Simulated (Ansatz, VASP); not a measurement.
**Two plane-wave programs on Mo**

```
CELL_PARAMETERS angstrom
4.42551 0.00000 0.00000
-2.21275 3.83260 0.00000
0.00000 0.00000 25.84024
ATOMIC_POSITIONS crystal
Mo 0.66667 0.33333 0.29971
Mo 0.33333 0.66667 0.32787
Mo 0.00000 0.00000 0.35572
Mo 0.66667 0.33333 0.39456
Mo 0.33333 0.66667 0.42872
Mo 0.00000 0.00000 0.46433
Mo 0.66667 0.33333 0.50000
Mo 0.33333 0.66667 0.53567
Mo 0.00000 0.00000 0.57128
Mo 0.66667 0.33333 0.60544
Mo 0.33333 0.66667 0.64428
Mo 0.00000 0.00000 0.67213
Mo 0.66667 0.33333 0.70029
```

Alike in both runs: functional PBEsol; k mesh 9 × 9 × 1; occupations gaussian, width 0.1 eV; no spin polarisation.

Ansatz relaxed the structure, and its values are those at the end. VASP's run is a single point on that final structure, the one shown.

|  | VASP | Ansatz |
| --- | --- | --- |
| version | VASP 6.6.1 | Ansatz 0.2.0 |
| potentials or method | VASP PAW PBE potentials, release 64 (Mo_sv), cutoff 520 eV | scalar-relativistic, plane waves, PAW |
| valence electrons in the cell | 182 | 182 |

```tsv
	VASP	Ansatz	Ansatz less VASP
gap on the k mesh at the Fermi level (eV)	none	none	-
rms of the force components (eV/Å)	0.016	0.002	-0.0144
```

VASP's potentials were made for PBE, not for PBEsol. A gap of «none» marks a metal or a gap that the smearing closes. Ansatz's warnings: xc potential rough in thin density.
